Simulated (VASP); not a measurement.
Here is a VASP 6.6.1 calculation.

The input POSCAR:

```
Ge
1.0
    1.3761917650     -2.5615082600      0.0000000000
    1.3761917650      2.5615082600      0.0000000000
    0.0000000000      0.0000000000      2.7791779300
Ge
1
Direct
    0.5000000000      0.5000000000      0.0000000000
```

INCAR.step1

```
SYSTEM = Ge
PREC     = Accurate       ! precision mode
ENCUT    = 520            ! plane-wave cutoff, eV
ISMEAR   = 0              ! smearing method
SIGMA    = 0.15           ! smearing width, eV
LREAL    = .FALSE.        ! projectors in reciprocal space
LASPH    = .TRUE.         ! aspherical terms in the spheres
NELM     = 100            ! most SCF steps
NBANDS   = 13             ! bands
GGA      = PE             ! functional
ALGO     = Normal         ! electronic algorithm
EDIFF    = 1E-4           ! SCF threshold, eV
LWAVE    = .TRUE.         ! write WAVECAR
LCHARG   = .FALSE.        ! write CHGCAR
```

The input INCAR.step2:

```
SYSTEM = Ge
PREC     = Accurate       ! precision mode
ENCUT    = 520            ! plane-wave cutoff, eV
EDIFF    = 1E-6           ! SCF threshold, eV
ISMEAR   = 0              ! smearing method
SIGMA    = 0.15           ! smearing width, eV
LREAL    = .FALSE.        ! projectors in reciprocal space
LASPH    = .TRUE.         ! aspherical terms in the spheres
NELM     = 100            ! most SCF steps
ALGO     = Normal         ! electronic algorithm
ISIF     = 2              ! what is computed and relaxed
LWAVE    = .FALSE.        ! write WAVECAR
LCHARG   = .FALSE.        ! write CHGCAR
METAGGA  = R2SCAN         ! meta-GGA
LMIXTAU  = .TRUE.       
NBANDS   = 13             ! bands
ISTART   = 1
```

Contents of KPOINTS:

```
Automatic mesh
0
G
  20 20 18
  0 0 0
```

Potentials or basis: VASP PAW PBE potentials, release 64 (Ge_d).

Run with:

```sh
$ cat potpaw_PBE.64/Ge_d/POTCAR > POTCAR
$ cp INCAR.step1 INCAR
$ mpirun -np 1 vasp_std > vasp.out
$ cp INCAR.step2 INCAR
$ mpirun -np 1 vasp_std > vasp.out
```

(1) What does it give for the pressure?

(2) What does it give for the band gap on the k mesh?

Answers

(1) -3.1 GPa.

(2) zero (bands 7 and 8 overlap by 8.99 eV).

Caveat: the cell differs from its parent crystal (strain -0.015 along x and y, +0.030 along z); the stress differs along the axes, from -8 to 0 GPa; the PAW data sets were made with another functional, which shifts forces and pressure a little.
